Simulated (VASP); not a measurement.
# HfSi (zincblende type) (F-43m) in VASP: a series of runs

The runs below take HfSi (zincblende type) through single point, relaxation of cell and atoms, with PBEsol.

Everything below comes from runs of VASP 6.6.1. Logs are shortened: lines on timing, memory, paths and dates and some standing lists are left out, and cuts for length are marked.

### 1 The cell of the first run

Symmetry: F-43m, No. 216, cubic system. The conventional cell has a = 4.607 Å, b = 4.607 Å, c = 4.607 Å, α = 90.00°, β = 90.00°, γ = 90.00°. Hf (site symmetry -43m) has 4 Si at 1.99 Å within 2.6 Å. Within 2.6 Å of Si (site symmetry -43m) lie 4 Hf at 1.99 Å.

### 2 Single point, PBEsol

Input file INCAR:

```
ALGO = Normal
EDIFF = 1E-6
ENCUT = 500
GGA = PS
GGA_COMPAT = False
ISIF = 2
ISMEAR = -1
LASPH = True
LCHARG = False
LREAL = False
LWAVE = False
NBANDS = 14
NELM = 120
PREC = Accurate
SIGMA = 0.1
```

Input file KPOINTS:

```
k-points
0
Gamma
  13 13 13
```

Input file POSCAR:

```
HfSi
1.0
    0.0000000000      2.3034421137      2.3034421137
    2.3034421137      0.0000000000      2.3034421137
    2.3034421137      2.3034421137      0.0000000000
Hf Si
1 1
Direct
    0.0000000000      0.0000000000      0.0000000000
    0.2500000000      0.2500000000      0.2500000000
```

Potentials or basis: VASP PAW PBE potentials, release 64 (Hf_pv, Si).

The run is started by

```sh
$ cat potpaw_PBE.64/Hf_pv/POTCAR potpaw_PBE.64/Si/POTCAR > POTCAR
$ mpirun -np 1 vasp_std > vasp.out
```

OUTCAR:

```text
EDIFF = 1E-6
   ENCUT = 500
   GGA = PS
   ISIF = 2
   ISMEAR = -1
   LASPH = True
   LREAL = False
   NELM = 120
   PREC = Accurate

 ion  position               nearest neighbor table
   1  0.000  0.000  0.000-   2 1.99   2 1.99   2 1.99   2 1.99
   2  0.250  0.250  0.250-   1 1.99   1 1.99   1 1.99   1 1.99

  LATTYP: Found a face centered cubic cell.
 ALAT       =     4.6068842274

  Lattice vectors:

 A1 = (   0.0000000000,   2.3034421137,   2.3034421137)
 A2 = (   2.3034421137,   0.0000000000,   2.3034421137)
 A3 = (   2.3034421137,   2.3034421137,   0.0000000000)

Analysis of symmetry for initial positions (statically):
=====================================================================
 Subroutine PRICEL returns:
 Original cell was already a primitive cell.

 Routine SETGRP: Setting up the symmetry group for a
 face centered cubic supercell.

 Subroutine GETGRP returns: Found 24 space group operations
 (whereof 24 operations were pure point group operations)
 out of a pool of 48 trial point group operations.

The static configuration has the point symmetry T_d .

Analysis of symmetry for dynamics (positions and initial velocities):
=====================================================================
 Subroutine PRICEL returns:
 Original cell was already a primitive cell.

 Routine SETGRP: Setting up the symmetry group for a
 face centered cubic supercell.

 Subroutine GETGRP returns: Found 24 space group operations
 (whereof 24 operations were pure point group operations)
 out of a pool of 48 trial point group operations.

The dynamic configuration has the point symmetry T_d .

 Subroutine INISYM returns: Found 24 space group operations
 (whereof 24 operations are pure point group operations),
 and found     1 'primitive' translations

----------------------------------------------------------------------------------------

                                     Primitive cell

  volume of cell :      24.4434

  direct lattice vectors                    reciprocal lattice vectors
     0.000000000  2.303442114  2.303442114    -0.217066449  0.217066449  0.217066449
     2.303442114  0.000000000  2.303442114     0.217066449 -0.217066449  0.217066449
     2.303442114  2.303442114  0.000000000     0.217066449  0.217066449 -0.217066449

  length of vectors
     3.257559077  3.257559077  3.257559077     0.375970118  0.375970118  0.375970118

  position of ions in fractional coordinates (direct lattice)
     0.000000000  0.000000000  0.000000000
[... 81 lines left out ...]
   NSW    =      0    number of steps for IOM
   IBRION =     -1    ionic relax: 0-MD 1-quasi-New 2-CG
   NFREE  =      0    steps in history (QN), initial steepest desc. (CG)
   ISIF   =      2    stress and relaxation
   ISYM   =      2    0-nonsym 1-usesym 2-fastsym
   POTIM  = 0.5000    time-step for ionic-motion
   TEBEG  =    0.0;   TEEND  =   0.0 temperature during run
   PSTRESS=    0.0 pullay stress
   NELECT =      14.0000    total number of electrons
   NUPDOWN=      -1.0000    fix difference up-down
   EMIN   =  10.00;   EMAX   =-10.00  energy-range for DOS
   EFERMI =   0.00;   METHOD = LEGACY
   ISMEAR =    -1;   SIGMA  =   0.10  broadening in eV -4-tet -1-fermi 0-gaus
   EFERMI_NEDOS =   21; number of points for ismear=-14 and -15
   IALGO  =     38    algorithm
   IMIX   =      4    mixing-type and parameters
     AMIX     =   0.40;   BMIX     =  1.00
     AMIX_MAG =   1.60;   BMIX_MAG =  1.00
  volume/ion in A,a.u.               =      12.22        82.48
  Fermi-wavevector in a.u.,A,eV,Ry     =   1.359555  2.569187 25.148881  1.848391
  Thomas-Fermi vector in A             =   2.486293
   LORBIT       =      0    0 simple, 1 ext, 2 COOP (PROOUT), +10 PAW based schemes
   GGA     = PS    functional components
   LHFCALC =     F    Hartree Fock is set to
   AEXX    =    0.0000 exact exchange contribution
   IVDW    =     0    specifies the selected vdW correction
   LEPSILON=     F    determine dielectric tensor
   LRPA    =     F    only Hartree local field effects (RPA)
 non-spin polarized calculation
  energy-cutoff  :      500.00
  volume of cell :       24.44
 maximum number of plane-waves:       632
   NGX = 11   NGY = 11   NGZ = 11

 number of electron      14.0000003 magnetization

 Free energy of the ion-electron system (eV)
  ---------------------------------------------------
  ext. energy  EPLUGINS =         0.00000000
  ---------------------------------------------------
  free energy    TOTEN  =        -5.10539404 eV

  energy without entropy =       -5.08150123  energy(sigma->0) =       -5.09344763

 E-fermi :   9.6852     XC(G=0): -12.9823

 val. band max:        9.6692235713   @ k =   0.3846   0.2308   0.0769
 cond. band min:       9.7073333201   @ k =   0.2308   0.1538   0.0769
 fundamental gap:      0.0381097488
 Fermi energy:         9.6851953916

 k-point     1 :       0.0000    0.0000    0.0000
  band No.  band energies     occupation
      1     -19.8580      2.00000
      2     -19.8580      2.00000
      3     -19.8580      2.00000
      4      -1.7989      2.00000
      5       6.6045      2.00000
      6       6.6045      2.00000
      7       6.6045      2.00000
      8      11.0496      0.00000
      9      11.0496      0.00000
     10      18.5859      0.00000
     11      19.1448      0.00000
     12      19.1448      0.00000
     13      19.1448      0.00000
     14      24.6808      0.00000
[... 377 lines left out ...]
      1     -20.6694      2.00000
      2     -20.0795      2.00000
      3     -20.0223      2.00000
      4       1.9666      2.00000
      5       5.5207      2.00000
      6       6.8142      2.00000
      7       7.7137      2.00000
      8      11.7253      0.00000
      9      13.4072      0.00000
     10      14.2056      0.00000
     11      17.7812      0.00000
     12      18.9102      0.00000
     13      21.4010      0.00000
     14      24.6891      0.00000

 [... further k-points ...]
[... 5 lines left out ...]
  --------------------------------------------------------------------------------------
  -------------------------------------------------------------------------------------
  Total       29.7626081     29.7626081     29.7626081      0.0000000      0.0000000      0.0000000
  in kB     1950.8310741   1950.8310741   1950.8310741      0.0000000      0.0000000      0.0000000
  external PRESSURE =    1950.8310741 kB  Pullay stress =       0.0000000 kB

 VOLUME and BASIS-vectors are now :
 -----------------------------------------------------------------------------
  energy-cutoff  :      500.00
  volume of cell :       24.44
      direct lattice vectors                 reciprocal lattice vectors
     0.000000000  2.303442114  2.303442114    -0.217066449  0.217066449  0.217066449
     2.303442114  0.000000000  2.303442114     0.217066449 -0.217066449  0.217066449
     2.303442114  2.303442114  0.000000000     0.217066449  0.217066449 -0.217066449

 POSITION                                       TOTAL-FORCE (eV/Angst)
 -----------------------------------------------------------------------------------
      0.00000      0.00000      0.00000        -0.000000      0.000000      0.000000
      1.15172      1.15172      1.15172         0.000000     -0.000000     -0.000000
 -----------------------------------------------------------------------------------
    total drift:                                0.000000      0.000000      0.000000

  FREE ENERGIE OF THE ION-ELECTRON SYSTEM (eV)
  ---------------------------------------------------
  free  energy   TOTEN  =        -5.1053940374 eV

  energy  without entropy=       -5.0815012255  energy(sigma->0) =       -5.09344763
```

It took 29 s on 1 thread of Intel Xeon Platinum 8488C (Sapphire Rapids), shared host; peak memory 0.16 GiB.

Results:

| Item | Value |
| --- | --- |
| Free energy | -5.1054 eV |
| Pressure | 195.1 GPa |
| Band gap on the k mesh | zero (band 7 reaches 11.51 eV, above the bottom of band 8 at 8.45 eV) |

Levels at points of the mesh, in eV from the Fermi level:
| k point | band 4 | band 5 | band 6 | band 7 | band 8 | band 9 | band 10 | band 11 |
| --- | --- | --- | --- | --- | --- | --- | --- | --- |
| (0.00, 0.00, 0.00) | -11.48 | -3.08 | -3.08 | -3.08 | 1.36 | 1.36 | 8.90 | 9.46 |

Caveat: the PAW data sets were made with another functional, which shifts forces and pressure a little; spin-orbit coupling is left out, which moves the levels of the heavy elements.

(Continued in part 2 of 3.)
